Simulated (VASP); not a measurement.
Here is a VASP 6.6.1 calculation.

POSCAR

```
MgS
1.0
    0.0000000000      2.6015177399      2.6015177399
    2.6015177399      0.0000000000      2.6015177399
    2.6015177399      2.6015177399      0.0000000000
Mg S
1 1
Direct
    0.0000000000      0.0000000000      0.0000000000
    0.5000000000      0.5000000000      0.5000000000
```

File INCAR.step1:

```
PREC = Accurate ; ENCUT = 500
EDIFF = 1E-8 ; ISMEAR = 0
SIGMA = 0.01 ; LREAL = False
LASPH = True ; NELM = 100
ALGO = Normal ; LWAVE = True
LCHARG = False ; GGA = PE
```

INCAR.step2

```
PREC = Accurate ; ENCUT = 500
EDIFF = 1E-8 ; ISMEAR = 0
SIGMA = 0.01 ; LREAL = False
LASPH = True ; NELM = 1
ALGO = Exact ; LWAVE = True
LCHARG = False ; GGA = PE
NBANDS = 136 ; LOPTICS = True
ISTART = 1
```

Contents of INCAR.step3:

```
PREC = Accurate ; ENCUT = 500
EDIFF = 1E-8 ; ISMEAR = 0
SIGMA = 0.01 ; LREAL = False
LASPH = True ; ALGO = EVGW0
LWAVE = False ; LCHARG = False
GGA = PE ; NELMGW = 1
NBANDS = 136 ; ENCUTGW = 140.0
NOMEGA = 96 ; PRECFOCK = Fast
ISTART = 1 ; NBANDSGW = 12
OMEGAMAX = 20
```

File KPOINTS:

```
Automatic mesh
0
Gamma
  4 4 4
```

Potentials or basis: VASP PAW PBE potentials, release 64 (Mg_GW, S_GW).

Launch:

```bash
$ cat potpaw_PBE.64/Mg_GW/POTCAR potpaw_PBE.64/S_GW/POTCAR > POTCAR
$ cp INCAR.step1 INCAR
$ mpirun -np 1 vasp_std > vasp.out
$ cp INCAR.step2 INCAR
$ mpirun -np 1 vasp_std > vasp.out
$ cp INCAR.step3 INCAR
$ mpirun -np 1 vasp_std > vasp.out
```

(1) What does it give for the quasiparticle gap?

(2) What does it give for the least direct quasiparticle gap?

(3) Predict the least direct gap of the starting levels on the mesh.

Results:

(1) 4.25 eV.

(2) 5.18 eV.

(3) 3.70 eV.

Caveat: the k points lie up to 0.52 Å⁻¹ apart; bands, screening cutoff and mesh are small and nothing is extrapolated, so the quasiparticle values aren't converged.
